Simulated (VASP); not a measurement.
Here is a VASP 6.6.1 calculation.

The input INCAR:

```
SYSTEM = P
PREC = Accurate ; ENCUT = 520
EDIFF = 1E-6 ; ISMEAR = -1
SIGMA = 0.05 ; LREAL = .FALSE.
LASPH = .TRUE. ; NELM = 80
ALGO = Normal ; ISIF = 2
LWAVE = .FALSE. ; LCHARG = .FALSE.
GGA = PE ; NBANDS = 8
```

Contents of KPOINTS:

```
Automatic mesh
0
G
  17 17 17
  0 0 0
```

POSCAR

```
P
1.0
   -1.5153195602      1.5153195602      1.5153195602
    1.5153195602     -1.5153195602      1.5153195602
    1.5153195602      1.5153195602     -1.5153195602
P
1
Direct
    0.0000000000      0.0000000000      0.0000000000
```

Potentials or basis: VASP PAW PBE potentials, release 64 (P).

Launch:

```bash
$ cat potpaw_PBE.64/P/POTCAR > POTCAR
$ mpirun -np 1 vasp_std > vasp.out
```

Predict the band gap on the k mesh.

zero (an odd number of electrons rules out a gap without spin polarisation).

Estimate the pressure.

1.9 GPa.
